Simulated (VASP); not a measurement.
Here is a VASP 6.6.1 calculation.

INCAR

```
SYSTEM = B6Pd
PREC = Accurate
ENCUT = 520
EDIFF = 1E-6
ISMEAR = 0
SIGMA = 0.1
LREAL = .False.
LASPH = .True.
NELM = 60
ALGO = Normal
ISIF = 2
LWAVE = .False.
LCHARG = .False.
GGA = PE
NBANDS = 23
```

File KPOINTS:

```
Automatic mesh
0
Gamma
  10 10 10
  0 0 0
```

POSCAR

```
B6Pd
1.0
    0.0000000000      3.3499799213      3.3499799213
    3.3499799213      0.0000000000      3.3499799213
    3.3499799213      3.3499799213      0.0000000000
B Pd
6 1
Direct
    0.3162765015      0.6837234985      0.6837234985
    0.6837234985      0.3162765015      0.3162765015
    0.6837234985      0.3162765015      0.6837234985
    0.3162765015      0.6837234985      0.3162765015
    0.6837234985      0.6837234985      0.3162765015
    0.3162765015      0.3162765015      0.6837234985
    0.0000000000      0.0000000000      0.0000000000
```

Potentials or basis: VASP PAW PBE potentials, release 64 (B, Pd).

Run with:

```bash
$ cat potpaw_PBE.64/B/POTCAR potpaw_PBE.64/Pd/POTCAR > POTCAR
$ mpirun -np 1 vasp_std > vasp.out
```

(1) What does it give for the largest force?

(2) Predict the pressure.

(3) What does it give for the band gap on the k mesh?

## Answers

(1) 0.021 eV/Å.

(2) 0.1 GPa.

(3) zero (bands 14 and 15 overlap by 0.89 eV).
